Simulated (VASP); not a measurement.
Write the native input for VASP 6.6.1 that does the following.

- Task: single point
- Functional: PBE
- Potentials or basis: VASP PAW PBE potentials, release 64 (Sm)
- Cutoff: 520 eV
- k mesh: 8 × 8 × 8
- Occupations: fermi-dirac, width 0.136057 eV
- Spin: no spin polarisation
- Dipole correction: no
- Further INCAR settings: ALGO = Normal; EDIFF = 1e-07; NBANDS = 23

The structure of Sm lies in POSCAR:

```
Sm
1.0
    0.0000000000      2.7682641055      2.7682641055
    2.7682641055      0.0000000000      2.7682641055
    2.7682641055      2.7682641055      0.0000000000
Sm
2
Direct
    0.0000000000      0.0000000000      0.0000000000
    0.2500000000      0.2500000000      0.2500000000
```

These files were run (other wordings do the same):

INCAR

```
SYSTEM = Sm
PREC = Accurate
ENCUT = 520
EDIFF = 1E-7
ISMEAR = -1
SIGMA = 0.13605693000000002
LREAL = .FALSE.
LASPH = .TRUE.
NELM = 60
ALGO = Normal
ISIF = 2
LWAVE = .FALSE.
LCHARG = .TRUE.
GGA = PE
LELF = .TRUE.
LVHAR = .TRUE.
NBANDS = 23
```

KPOINTS

```
regular mesh
0
G
  8 8 8
  0 0 0
```

Potentials or basis: VASP PAW PBE potentials, release 64 (Sm).

Command:

```sh
$ cat potpaw_PBE.64/Sm/POTCAR > POTCAR
$ mpirun -np 1 vasp_std > vasp.out
```

Results of the run:

```yaml
Pressure: 1.9 GPa
Band_gap_on_the_k_mesh: zero (band 16 reaches 4.80 eV, above the bottom of band 17 at 4.30 eV)
```

Caveat: spin-orbit coupling is left out, which moves the levels of the heavy elements.

Wall time 2.1 min on 1 thread of Intel(R) Xeon(R) Platinum 8488C (Sapphire Rapids), on a shared host, peak memory 0.19 GiB.
